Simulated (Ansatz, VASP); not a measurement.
## Ga3IrRu in VASP and in Ansatz

File INCAR:

```
ALGO = Normal
EDIFF = 1E-6
ENCUT = 520
GGA = PE
ISIF = 2
ISMEAR = 0
LASPH = T
LCHARG = T
LELF = T
LREAL = F
LVHAR = T
LWAVE = F
NBANDS = 39
NELM = 80
PREC = Accurate
SIGMA = 0.1
```

The input KPOINTS:

```
k-points
0
Gamma
  4 4 4
```

Contents of POSCAR:

```
Ga3IrRu
1.0
    4.4205509400      0.0000000000      0.0000000000
    0.0000000000      4.4205509400      0.0000000000
    0.0000000000      0.0000000000      4.4205509400
Ga Ru Ir
3 1 1
Direct
    0.5000000000      0.0000000000      0.0000000000
    0.0000000000      0.5000000000      0.0000000000
    0.0000000000      0.0000000000      0.5000000000
    0.5000000000      0.5000000000      0.5000000000
    0.0000000000      0.0000000000      0.0000000000
```

Input for Ansatz:

```yaml
crystal:
  lattice:
    - [4.42055094, 0.0, 0.0]
    - [0.0, 4.42055094, 0.0]
    - [0.0, 0.0, 4.42055094]
  atoms:
    - { symbol: Ga, position: [0.5, 0.0, 0.0] }
    - { symbol: Ga, position: [0.0, 0.5, 0.0] }
    - { symbol: Ga, position: [0.0, 0.0, 0.5] }
    - { symbol: Ru, position: [0.5, 0.5, 0.5] }
    - { symbol: Ir, position: [0.0, 0.0, 0.0] }
basis:
  ecutwfc: 420
kpoints:
  mp_grid: { grid: [4, 4, 4] }
hamiltonian:
  xc: pbe
scf:
  occupations: { method: gaussian, width: 0.1 }
  lower_state_search: "off"
output:
  forces: true
  stress: true
  eigenvalues: true
```

Change from the starting cell: species swapped into the Gd3GaC type (Pm-3m, No. 221).

Alike in both runs: task single point; functional PBE; k mesh 4 × 4 × 4; occupations gaussian, width 0.1 eV; no spin polarisation.

|  | VASP | Ansatz |
| --- | --- | --- |
| version | VASP 6.6.1 | Ansatz 0.2.0 |
| potentials or method | VASP PAW PBE potentials, release 64 (Ga_d, Ru_pv, Ir), cutoff 520 eV | scalar-relativistic, plane waves, PAW |
| valence electrons in the cell | 62 | 72 |

|  | VASP | Ansatz | Ansatz less VASP |
| --- | --- | --- | --- |
| gap on the k mesh at the Fermi level (eV) | none | none | - |
| pressure (GPa) | 24.4 | 24.0 | -0.37 |

A gap of «none» marks a metal or a gap that the smearing closes. The functional is the same, so the differences come from potentials, cutoffs and numerics. VASP's potentials hold 62 valence electrons a cell and Ansatz's 72, so a difference there can come from the potentials and not from the codes.

Neither program's run includes spin-orbit coupling.
